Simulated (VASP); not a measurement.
**Sb: single point with revPBE**

Crystal: Sb.

```
Sb
1.0
     2.22557    1.28493    3.98779
    -2.22557    1.28493    3.98779
     0.00000   -2.56987    3.98779
Sb
2
Direct
  0.23111 0.23111 0.23111
  0.76889 0.76889 0.76889
```

* Program: VASP 6.6.1
* Task: single point
* Functional: revPBE
* Potentials or basis: VASP PAW PBE potentials, release 64 (Sb)
* Cutoff: 520 eV
* k mesh: 14 × 14 × 14
* Occupations: fermi-dirac, width 0.1 eV
* Spin: no spin polarisation

```json
{
  "Pressure": "-1.6 GPa",
  "Largest force": "0.160 eV/Å",
  "Band gap on the k mesh": "zero (bands 5 and 6 overlap by 0.19 eV)"
}
```

Forces in eV/Å, atoms in the order of the input:
```
Sb   0.000  0.000 -0.160
Sb   0.000  0.000  0.160
```

Stress tensor (GPa, compression positive):
```
-1.81  0.00  0.00
 0.00 -1.81  0.00
 0.00  0.00 -1.32
```

Levels at points of the mesh, in eV from the Fermi level:
```tsv
k point	band 2	band 3	band 4	band 5	band 6	band 7	band 8	band 9
(0.00, 0.00, 0.00)	-5.37	-1.84	-1.55	-1.55	1.78	2.42	2.42	5.34
(0.50, 0.00, 0.00)	-9.07	-1.84	-1.81	-0.29	-0.20	0.33	0.83	7.26
(0.50, 0.50, 0.00)	-7.93	-4.67	-3.21	-3.13	1.78	4.29	5.15	5.88
(0.50, 0.50, 0.50)	-8.35	-1.18	-1.18	-0.59	0.44	0.44	1.08	6.61
```

It used 120 s of CPU time on 1 thread of Intel(R) Xeon(R) Platinum 8488C (Sapphire Rapids), with other jobs on the host.

Caveat: the PAW data sets were made with another functional, which shifts forces and pressure a little; spin-orbit coupling is left out, which moves the levels of the heavy elements.
